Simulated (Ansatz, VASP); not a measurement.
## Two plane-wave programs on MgO2

```xyz
3
Lattice="1.5245 0.8802 3.4940 -1.5245 0.8802 3.4940 0.0000 -1.7604 3.4940" Properties=species:S:1:pos:R:3 pbc="T T T"
Mg    0.0000    0.0000    0.0000
O     0.0000    0.0000    4.4945
O     0.0000    0.0000    5.9874
```

Change from the starting cell: strain -0.050 along x and y, +0.000 along z, atoms carried along.

Alike in both runs: task single point; functional PBEsol; k mesh 12 × 12 × 12; occupations gaussian, width 0.05 eV; no spin polarisation.

|  | VASP | Ansatz |
| --- | --- | --- |
| version | VASP 6.6.1 | Ansatz 0.2.0 |
| potentials or method | VASP PAW PBE potentials, release 64 (Mg, O), cutoff 520 eV | scalar-relativistic, plane waves, PAW |
| valence electrons in the cell | 14 | 22 |

```csv
,VASP,Ansatz,Ansatz less VASP
gap on the k mesh at the Fermi level (eV),2.03,2.05,+0.027
least direct gap on the mesh (eV),2.03,2.05,+0.027
pressure (GPa),7.3,7.4,+0.04
"traceless stress, the component that is largest in VASP (GPa)",-10.93,-11.94,-1.012
rms of the force components (eV/Å),0.407,0.486,+0.0793
```

VASP's potentials were made for PBE, not for PBEsol. Atom by atom the forces differ by 0.079 eV/Å (rms over components). VASP's potentials hold 14 valence electrons a cell and Ansatz's 22, so a difference there can come from the potentials and not from the codes.
